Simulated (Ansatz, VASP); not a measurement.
## ZnS: VASP beside Ansatz

INCAR

```
SYSTEM = ZnS
  PREC = Accurate
  ENCUT = 520
  EDIFF = 1E-6
  ISMEAR = -1
  SIGMA = 0.05
  LREAL = .FALSE.
  LASPH = .TRUE.
  NELM = 100
  ALGO = Normal
  ISIF = 2
  LWAVE = .FALSE.
  LCHARG = .TRUE.
  GGA = PS
  LELF = .TRUE.
  LVHAR = .TRUE.
  NBANDS = 66
```

File KPOINTS:

```
Automatic mesh
0
G
  8 8 2
  0 0 0
```

Contents of POSCAR:

```
ZnS
1.0
    3.8120000000      0.0000000000      0.0000000000
   -1.9060000000      3.3012888392      0.0000000000
    0.0000000000      0.0000000000     18.6899900000
Zn S
6 6
Direct
    0.3333333333      0.6666666667      0.8333300000
    0.6666666667      0.3333333333      0.3333300000
    0.6666666667      0.3333333333      0.6666700000
    0.3333333333      0.6666666667      0.1666700000
    0.0000000000      0.0000000000      0.5000000000
    0.0000000000      0.0000000000      0.0000000000
    0.3333333333      0.6666666667      0.9583300000
    0.6666666667      0.3333333333      0.4583300000
    0.6666666667      0.3333333333      0.7916700000
    0.3333333333      0.6666666667      0.2916700000
    0.0000000000      0.0000000000      0.6250000000
    0.0000000000      0.0000000000      0.1250000000
```

input.yaml

```yaml
crystal:
  lattice:
    - [3.812, 0.0, 0.0]
    - [-1.906, 3.3012888392, 0.0]
    - [0.0, 0.0, 18.68999]
  atoms:
    - { symbol: Zn, position: [0.3333333333, 0.6666666667, 0.83333] }
    - { symbol: Zn, position: [0.6666666667, 0.3333333333, 0.33333] }
    - { symbol: Zn, position: [0.6666666667, 0.3333333333, 0.66667] }
    - { symbol: Zn, position: [0.3333333333, 0.6666666667, 0.16667] }
    - { symbol: Zn, position: [0.0, 0.0, 0.5] }
    - { symbol: Zn, position: [0.0, 0.0, 0.0] }
    - { symbol: S, position: [0.3333333333, 0.6666666667, 0.95833] }
    - { symbol: S, position: [0.6666666667, 0.3333333333, 0.45833] }
    - { symbol: S, position: [0.6666666667, 0.3333333333, 0.79167] }
    - { symbol: S, position: [0.3333333333, 0.6666666667, 0.29167] }
    - { symbol: S, position: [0.0, 0.0, 0.625] }
    - { symbol: S, position: [0.0, 0.0, 0.125] }
hamiltonian:
  xc: pbesol
  pseudopotentials: { kind: paw }
kpoints:
  mp_grid: { grid: [8, 8, 2] }
  band_path:
    path:
      - [[0.0, 0.0, 0.0], [0.5, 0.0, 0.0], [0.3333333333, 0.3333333333, 0.0], [0.0, 0.0, 0.0], [0.0, 0.0, 0.5], [0.5, 0.0, 0.5], [0.3333333333, 0.3333333333, 0.5], [0.0, 0.0, 0.5]]
      - [[0.5, 0.0, 0.5], [0.5, 0.0, 0.0]]
      - [[0.3333333333, 0.3333333333, 0.0], [0.3333333333, 0.3333333333, 0.5]]
    npoints: 10
scf:
  occupations: { method: fermi_dirac, width: 0.05 }
  n_extra_bands: 30
output:
  forces: true
  stress: true
  eigenvalues: true
  fatbands: false
  write_density: true
  write_potential: true
  elf: true
  volumetric_format: npy
```

Alike in both runs: functional PBEsol; k mesh 8 × 8 × 2; occupations fermi-dirac, width 0.05 eV; no spin polarisation.

```csv
,VASP,Ansatz
version,VASP 6.6.1,Ansatz 0.2.0
potentials or method,"VASP PAW PBE potentials, release 64 (Zn, S)",Ansatz PAW
plane-wave cutoff (eV),520,420
valence electrons in the cell,108,108
task,single point,band structure
```

```tsv
	VASP	Ansatz	Ansatz less VASP
gap on the k mesh at the Fermi level (eV)	2.03	2.02	-0.006
least direct gap on the mesh (eV)	2.03	2.02	-0.006
pressure (GPa)	-1.3	-1.5	-0.21
rms of the force components (eV/Å)	0.010	0.009	-0.0002
```

VASP's potentials were made for PBE, not for PBEsol. Atom by atom the forces differ by 0.001 eV/Å (rms over components). The functional is the same, so the differences come from potentials, cutoffs and numerics.
